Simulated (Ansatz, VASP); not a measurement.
Two plane-wave programs on HgTe

Contents of INCAR:

```
PREC = Accurate
ENCUT = 520
EDIFF = 1E-6
ISMEAR = 0
SIGMA = 0.15
LREAL = False
LASPH = True
NELM = 80
ALGO = Normal
ISIF = 2
LWAVE = False
LCHARG = True
GGA = PE
LELF = True
LVHAR = True
NBANDS = 16
```

File KPOINTS:

```
regular mesh
0
Gamma
  16 16 16
```

POSCAR

```
HgTe
1.0
    0.0000000000      3.2416781344      3.4079180388
    3.2416781344      0.0000000000      3.4079180388
    3.2416781344      3.2416781344      0.0000000000
Hg Te
1 1
Direct
    0.0000000000      0.0000000000      0.0000000000
    0.7500000000      0.7500000000      0.7500000000
```

Input for Ansatz:

```yaml
crystal:
  lattice:
    - [0.0, 3.2416781247, 3.4079180285]
    - [3.2416781247, 0.0, 3.4079180285]
    - [3.2416781247, 3.2416781247, 0.0]
  atoms:
    - { symbol: Hg, position: [0.0, 0.0, 0.0] }
    - { symbol: Te, position: [0.75, 0.75, 0.75] }
basis:
  ecutwfc: 420
kpoints:
  mp_grid: { grid: [16, 16, 16] }
hamiltonian:
  xc: pbe
scf:
  occupations: { method: gaussian, width: 0.15 }
output:
  forces: true
  stress: true
  eigenvalues: true
```

Change from the starting cell: strain -0.025 along x and y, +0.025 along z, atoms carried along.

Alike in both runs: task single point; functional PBE; k mesh 16 × 16 × 16; occupations gaussian, width 0.15 eV; no spin polarisation.

|  | VASP | Ansatz |
| --- | --- | --- |
| version | VASP 6.6.1 | Ansatz 0.2.0 |
| potentials or method | VASP PAW PBE potentials, release 64 (Hg, Te), cutoff 520 eV | scalar-relativistic, plane waves, PAW |
| valence electrons in the cell | 18 | 36 |

```csv
,VASP,Ansatz,Ansatz less VASP
gap on the k mesh at the Fermi level (eV),none,none,-
pressure (GPa),1.0,0.9,-0.05
"traceless stress, the component that is largest in VASP (GPa)",-0.52,-0.52,0.000
```

A gap of «none» marks a metal or a gap that the smearing closes. VASP's potentials hold 18 valence electrons a cell and Ansatz's 36, so a difference there can come from the potentials and not from the codes.

Spin-orbit coupling is off throughout.
